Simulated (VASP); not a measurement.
**Ti: single point with PBEsol**

The system is Ti.

```
Ti
1.0
     2.90046    0.00000    0.00000
    -1.45023    2.51187    0.00000
     0.00000    0.00000    4.59083
Ti
2
Direct
  0.33333 0.66667 0.25000
  0.66667 0.33333 0.75000
```

* Program: VASP 6.6.1
* Task: single point
* Functional: PBEsol
* Potentials or basis: VASP PAW PBE potentials, release 64 (Ti_sv)
* Cutoff: 520 eV
* k mesh: 18 × 18 × 10
* Occupations: gaussian, width 0.1 eV
* Spin: no spin polarisation

```yaml
Pressure: -0.3 GPa
Band_gap_on_the_k_mesh: zero (bands 12 and 13 overlap by 1.11 eV)
```

Levels at points of the mesh, in eV from the Fermi level:
| k point | band 8 | band 9 | band 10 | band 11 | band 12 | band 13 | band 14 | band 15 | band 16 | band 17 |
| --- | --- | --- | --- | --- | --- | --- | --- | --- | --- | --- |
| (0.00, 0.00, 0.00) | -32.47 | -6.31 | -2.80 | 0.78 | 0.78 | 0.89 | 0.92 | 1.31 | 1.31 | 1.67 |
| (0.50, 0.00, 0.00) | -32.55 | -2.41 | -2.28 | -1.96 | -0.59 | 0.46 | 0.65 | 1.23 | 3.51 | 3.75 |
| (0.00, 0.00, 0.50) | -32.52 | -4.39 | -4.39 | 0.08 | 0.08 | 0.68 | 0.68 | 0.68 | 0.68 | 2.93 |
| (0.50, 0.00, 0.50) | -32.65 | -2.66 | -2.66 | -0.87 | -0.87 | 1.43 | 1.43 | 1.79 | 1.79 | 3.65 |

It took 2.2 min on 1 thread of Intel(R) Xeon(R) 6975P-C (Granite Rapids), on a shared host, peak memory 0.23 GiB.

Caveat: the PAW data sets were made with another functional, which shifts forces and pressure a little.
